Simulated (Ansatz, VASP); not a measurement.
## Two plane-wave programs on Ti3Al

```
Ti Al
1.0
     2.87020    0.00000    0.00000
    -1.43510    2.48566    0.00000
     0.00000    0.00000    9.30001
Ti Al
3 1
Cartesian
  1.4351 0.8286 0.0000
  0.0000 1.6571 6.9859
  0.0000 1.6571 2.3141
  1.4351 0.8286 4.6500
```

Alike in both runs: task single point; functional PBEsol; k mesh 15 × 15 × 6; occupations gaussian, width 0.15 eV; no spin polarisation.

|  | VASP | Ansatz |
| --- | --- | --- |
| version | VASP 6.6.1 | Ansatz 0.2.0 |
| potentials or method | VASP PAW PBE potentials, release 64 (Ti_sv, Al), cutoff 520 eV | scalar-relativistic, plane waves, PAW |
| valence electrons in the cell | 39 | 39 |

VASP gave:

```
gap on the k mesh at the Fermi level (eV)                     : none
pressure (GPa)                                                : -0.3
traceless stress, the component that is largest in VASP (GPa) : -2.67
rms of the force components (eV/Å)                            : 0.020
```

Problem. What did Ansatz give for the same quantities?

Solution. gap on the k mesh at the Fermi level (eV): none; pressure (GPa): -0.2; traceless stress, the component that is largest in VASP (GPa): -2.73; rms of the force components (eV/Å): 0.025.

VASP's potentials were made for PBE, not for PBEsol, and Ansatz warns of the same on its side. Atom by atom the forces differ by 0.005 eV/Å (rms over components). A gap of «none» marks a metal or a gap that the smearing closes. The functional is the same, so the differences come from potentials, cutoffs and numerics.
